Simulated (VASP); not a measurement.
# Sb (R-3m) in VASP: single point with r2SCAN

Aim: the single point of Sb with r2SCAN.

Program: VASP 6.6.1. These are calculated values, not measurements. Logs are shortened: lines on timing, memory, paths and dates and some standing lists are left out, and cuts for length are marked.

## Step 1: The cell of the first run

The structure is trigonal, space group R-3m (No. 166). The conventional cell has a = 4.323 Å, b = 4.323 Å, c = 11.039 Å, α = 90.00°, β = 90.00°, γ = 120.00°. Sb (site symmetry 3m) has 6 Sb at 2.93 to 3.29 Å within 3.9 Å.

## Step 2: Single point, r2SCAN

Input file POSCAR:

```
Sb
1.0
    2.1616083304      1.2480051515      3.6796745313
   -2.1616083304      1.2480051515      3.6796745313
    0.0000000000     -2.4960103029      3.6796745313
Sb
2
Direct
    0.2361487230      0.2361487230      0.2361487230
    0.7638512770      0.7638512770      0.7638512770
```

Input file INCAR.step1:

```
PREC = Accurate
ENCUT = 520
ISMEAR = 0
SIGMA = 0.1
LREAL = False
LASPH = True
NELM = 60
NBANDS = 12
GGA = PE
ALGO = Normal
EDIFF = 1E-4
LWAVE = True
LCHARG = False
```

Input file INCAR.step2:

```
PREC = Accurate
ENCUT = 520
EDIFF = 1E-6
ISMEAR = 0
SIGMA = 0.1
LREAL = False
LASPH = True
NELM = 60
ALGO = Normal
ISIF = 2
LWAVE = False
LCHARG = False
METAGGA = R2SCAN
LMIXTAU = True
NBANDS = 12
ISTART = 1
```

Input file KPOINTS:

```
Automatic mesh
0
Gamma
  12 12 12
```

Potentials or basis: VASP PAW PBE potentials, release 64 (Sb).

Started as:

```sh
$ cat potpaw_PBE.64/Sb/POTCAR > POTCAR
$ cp INCAR.step1 INCAR
$ mpirun -np 1 vasp_std > vasp.out
$ cp INCAR.step2 INCAR
$ mpirun -np 1 vasp_std > vasp.out
```

OUTCAR:

```text
PREC = Accurate
   ENCUT = 520
   EDIFF = 1E-6
   ISMEAR = 0
   LREAL = False
   LASPH = True
   NELM = 60
   ISIF = 2
   METAGGA = R2SCAN
   ISTART = 1

 ion  position               nearest neighbor table
   1  0.236  0.236  0.236-   2 2.93   2 2.93   2 2.93   2 3.29   2 3.29   2 3.29
   2  0.764  0.764  0.764-   1 2.93   1 2.93   1 2.93   1 3.29   1 3.29   1 3.29

  LATTYP: Found a trigonal (rhomboedric) cell.
 ALAT       =     4.4463549216
 COS(alpha) =     0.5273107196

  Lattice vectors:

 A1 = (   2.1616083304,   1.2480051515,   3.6796745313)
 A2 = (  -2.1616083304,   1.2480051515,   3.6796745313)
 A3 = (   0.0000000000,  -2.4960103029,   3.6796745313)

Analysis of symmetry for initial positions (statically):
=====================================================================
 Subroutine PRICEL returns:
 Original cell was already a primitive cell.

 Routine SETGRP: Setting up the symmetry group for a
 trigonal (rhombohedral) supercell.

 Subroutine GETGRP returns: Found 12 space group operations
 (whereof 12 operations were pure point group operations)
 out of a pool of 12 trial point group operations.

The static configuration has the point symmetry D_3d.

Analysis of symmetry for dynamics (positions and initial velocities):
=====================================================================
 Subroutine PRICEL returns:
 Original cell was already a primitive cell.

 Routine SETGRP: Setting up the symmetry group for a
 trigonal (rhombohedral) supercell.

 Subroutine GETGRP returns: Found 12 space group operations
 (whereof 12 operations were pure point group operations)
 out of a pool of 12 trial point group operations.

The dynamic configuration has the point symmetry D_3d.

 Subroutine INISYM returns: Found 12 space group operations
 (whereof 12 operations are pure point group operations),
 and found     1 'primitive' translations

----------------------------------------------------------------------------------------

                                     Primitive cell

  volume of cell :      59.5599

  direct lattice vectors                    reciprocal lattice vectors
     2.161608330  1.248005151  3.679674531     0.231309249  0.133546457  0.090587722
    -2.161608330  1.248005151  3.679674531    -0.231309249  0.133546457  0.090587722
     0.000000000 -2.496010303  3.679674531     0.000000000 -0.267092915  0.090587722

  length of vectors
     4.446354922  4.446354922  4.446354922     0.282036807  0.282036807  0.282036807

  position of ions in fractional coordinates (direct lattice)
     0.236148723  0.236148723  0.236148723
     0.763851277  0.763851277  0.763851277

  ion indices of the primitive-cell ions
   primitive index   ion index
                 1           1
                 2           2

----------------------------------------------------------------------------------------

 KPOINTS: Automatic mesh

Automatic generation of k-mesh.
 Grid dimensions read from file:
 generate k-points for:   12   12   12

 Generating k-lattice:

  Cartesian coordinates                     Fractional coordinates (reciprocal lattice)
     0.019275771  0.011128871  0.007548977     0.083333333 -0.000000000  0.000000000
    -0.019275771  0.011128871  0.007548977    -0.000000000  0.083333333  0.000000000
     0.000000000 -0.022257743  0.007548977     0.000000000  0.000000000  0.083333333

  Length of vectors
     0.023503067  0.023503067  0.023503067

  Shift w.r.t. Gamma in fractional coordinates (k-lattice)
     0.000000000  0.000000000  0.000000000

 Subroutine IBZKPT returns following result:
 ===========================================

 Found    189 irreducible k-points:

 Following reciprocal coordinates:
            Coordinates               Weight
  0.000000  0.000000  0.000000      1.000000
  0.083333  0.000000  0.000000      6.000000
  0.166667  0.000000  0.000000      6.000000
  0.250000  0.000000  0.000000      6.000000
  0.333333  0.000000  0.000000      6.000000
  0.416667  0.000000  0.000000      6.000000
[... 16 lines left out ...]
  0.500000  0.166667  0.000000     12.000000
 -0.416667  0.166667 -0.000000     12.000000
 [... further k-points ...]
   k-points           NKPTS =    189   k-points in BZ     NKDIM =    189   number of bands    NBANDS=     12
   number of dos      NEDOS =    301   number of ions     NIONS =      2
   total plane-waves  NPLWV =  46656
   dimension x,y,z NGX =    36 NGY =   36 NGZ =   36
   dimension x,y,z NGXF=    72 NGYF=   72 NGZF=   72
   ions per type =               2
   NGX,Y,Z   is equivalent  to a cutoff of  13.46, 13.46, 13.46 a.u.
   NGXF,Y,Z  is equivalent  to a cutoff of  26.92, 26.92, 26.92 a.u.
 SYSTEM =  unknown system
   PREC   = accura    normal or accurate (medium, high low for compatibility)
   ISTART =      1    job   : 0-new  1-cont  2-samecut
   ICHARG =      0    charge: 1-file 2-atom 10-const
   ISPIN  =      1    spin polarized calculation?
   LNONCOLLINEAR =      F non collinear calculations
   LSORBIT =      F    spin-orbit coupling
   LASPH  =      T    aspherical Exc in radial PAW
   ENCUT  =  520.0 eV  38.22 Ry    6.18 a.u.   8.27  8.27  8.27*2*pi/ulx,y,z
   NELM   =     60;   NELMIN=  2; NELMDL=  0     # of ELM steps
   EDIFF  = 0.1E-05   stopping-criterion for ELM
   LREAL  =      F    real-space projection
   EDIFFG = 0.1E-04   stopping-criterion for IOM
   NSW    =      0    number of steps for IOM
   IBRION =     -1    ionic relax: 0-MD 1-quasi-New 2-CG
   NFREE  =      0    steps in history (QN), initial steepest desc. (CG)
   ISIF   =      2    stress and relaxation
   ISYM   =      2    0-nonsym 1-usesym 2-fastsym
   POTIM  = 0.5000    time-step for ionic-motion
   TEBEG  =    0.0;   TEEND  =   0.0 temperature during run
   PSTRESS=    0.0 pullay stress
   NELECT =      10.0000    total number of electrons
   NUPDOWN=      -1.0000    fix difference up-down
   EMIN   =  10.00;   EMAX   =-10.00  energy-range for DOS
   EFERMI =   0.00;   METHOD = LEGACY
   ISMEAR =     0;   SIGMA  =   0.10  broadening in eV -4-tet -1-fermi 0-gaus
   EFERMI_NEDOS =   21; number of points for ismear=-14 and -15
   IALGO  =     38    algorithm
   IMIX   =      4    mixing-type and parameters
     AMIX     =   0.40;   BMIX     =  1.00
     AMIX_MAG =   1.60;   BMIX_MAG =  1.00
  volume/ion in A,a.u.               =      29.78       200.97
  Fermi-wavevector in a.u.,A,eV,Ry     =   0.903144  1.706694 11.097842  0.815668
  Thomas-Fermi vector in A             =   2.026433
   LORBIT       =      0    0 simple, 1 ext, 2 COOP (PROOUT), +10 PAW based schemes
   METAGGA = R2SCAN    functional components
   LHFCALC =     F    Hartree Fock is set to
   AEXX    =    0.0000 exact exchange contribution
   IVDW    =     0    specifies the selected vdW correction
   LEPSILON=     F    determine dielectric tensor
   LRPA    =     F    only Hartree local field effects (RPA)
 non-spin polarized calculation
 Gauss-broadening in eV      SIGMA  =   0.10
  energy-cutoff  :      520.00
  volume of cell :       59.56
 maximum number of plane-waves:      1618
 NGX is ok and might be reduce to    36
   NGX = 17   NGY = 17   NGZ = 17

 number of electron      10.0000000 magnetization

 Free energy of the ion-electron system (eV)
  ---------------------------------------------------
  ext. energy  EPLUGINS =         0.00000000
  ---------------------------------------------------
  free energy    TOTEN  =       -51.37141660 eV

  energy without entropy =      -51.37056409  energy(sigma->0) =      -51.37099034

 E-fermi :   7.3738     XC(G=0): -10.0755

 val. band max:        7.3722979998   @ k =   0.5000   0.0000   0.0000
 cond. band min:       7.4504412928   @ k =   0.4167   0.3333   0.3333
 fundamental gap:      0.0781432930
 Fermi energy:         7.3737999271

 k-point     1 :       0.0000    0.0000    0.0000
  band No.  band energies     occupation
      1      -5.9864      2.00000
      2       2.7135      2.00000
      3       5.1941      2.00000
      4       5.3365      2.00000
      5       5.3365      2.00000
      6       9.8197      0.00000
      7      10.3245      0.00000
      8      10.3245      0.00000
      9      12.6498      0.00000
     10      12.6498      0.00000
     11      12.8518      0.00000
     12      14.5328      0.00000

 k-point     2 :       0.0833    0.0000    0.0000
  band No.  band energies     occupation
      1      -5.9051      2.00000
      2       2.2570      2.00000
      3       5.2197      2.00000
      4       5.3298      2.00000
      5       5.5931      2.00000
      6       9.7190      0.00000
      7      10.0812      0.00000
      8      10.1153      0.00000
      9      12.3853      0.00000
     10      12.6783      0.00000
     11      12.7197      0.00000
     12      15.0104      0.00000

 k-point     3 :       0.1667    0.0000    0.0000
  band No.  band energies     occupation
      1      -5.6619      2.00000
      2       1.2716      2.00000
      3       5.2484      2.00000
      4       5.3192      2.00000
      5       6.0565      2.00000
      6       9.3333      0.00000
      7       9.4862      0.00000
      8       9.5998      0.00000
      9      12.2684      0.00000
     10      12.8247      0.00000
     11      13.0022      0.00000
     12      16.1650      0.00000
[... 286 lines left out ...]
 k-point    23 :       0.5000    0.1667    0.0000
  band No.  band energies     occupation
      1      -3.5800      2.00000
      2      -2.1939      2.00000
      3       3.6813      2.00000
      4       4.7158      2.00000
      5       5.3238      2.00000
      6       8.9028      0.00000
      7       9.3110      0.00000
      8      10.3322      0.00000
      9      13.2414      0.00000
     10      16.0289      0.00000
     11      16.8374      0.00000
     12      17.1169      0.00000

 k-point    24 :      -0.4167    0.1667   -0.0000
  band No.  band energies     occupation
      1      -3.2787      2.00000
      2      -2.5599      2.00000
      3       3.4584      2.00000
      4       5.0635      2.00000
      5       5.5970      2.00000
      6       8.3464      0.00000
      7       8.9184      0.00000
      8      10.6917      0.00000
      9      14.4343      0.00000
     10      14.8676      0.00000
     11      15.4971      0.00000
     12      18.2974      0.00000

 [... further k-points ...]

------------------------ aborting loop because EDIFF is reached ----------------------------------------

  FORCE on cell =-STRESS in cart. coord.  units (eV):
  Direction    XX          YY          ZZ          XY          YZ          ZX
  --------------------------------------------------------------------------------------
  -------------------------------------------------------------------------------------
  Total        0.5990027      0.5990027      0.6981838      0.0000000      0.0000000      0.0000000
  in kB       16.1133295     16.1133295     18.7813282      0.0000000      0.0000000      0.0000000
  external PRESSURE =      17.0026624 kB  Pullay stress =       0.0000000 kB

 VOLUME and BASIS-vectors are now :
 -----------------------------------------------------------------------------
  energy-cutoff  :      520.00
  volume of cell :       59.56
      direct lattice vectors                 reciprocal lattice vectors
     2.161608330  1.248005151  3.679674531     0.231309249  0.133546457  0.090587722
    -2.161608330  1.248005151  3.679674531    -0.231309249  0.133546457  0.090587722
     0.000000000 -2.496010303  3.679674531     0.000000000 -0.267092915  0.090587722

 POSITION                                       TOTAL-FORCE (eV/Angst)
 -----------------------------------------------------------------------------------
      0.00000      0.00000      2.60685         0.000000     -0.000000     -0.102503
      0.00000      0.00000      8.43217         0.000000      0.000000      0.102503
 -----------------------------------------------------------------------------------
    total drift:                                0.000000     -0.000000      0.000000

  FREE ENERGIE OF THE ION-ELECTRON SYSTEM (eV)
  ---------------------------------------------------
  free  energy   TOTEN  =       -51.3714165978 eV

  energy  without entropy=      -51.3705640913  energy(sigma->0) =      -51.37099034
```

Run time: 5.1 min. Hardware: 1 thread of Intel Xeon Platinum 8375C at 2.90GHz (Ice Lake), shared host; peak memory 0.29 GiB.

What came out:

| Quantity | Value |
| --- | --- |
| Free energy | -51.3714 eV |
| Pressure | 1.7 GPa |
| Largest force | 0.103 eV/Å |
| Band gap on the k mesh | zero (bands 5 and 6 overlap by 0.29 eV) |

Forces on the atoms (eV/Å):
```
Sb   0.000  0.000 -0.103
Sb   0.000  0.000  0.103
```

Caveat: the PAW data sets were made with another functional, which shifts forces and pressure a little; spin-orbit coupling is left out, which moves the levels of the heavy elements.
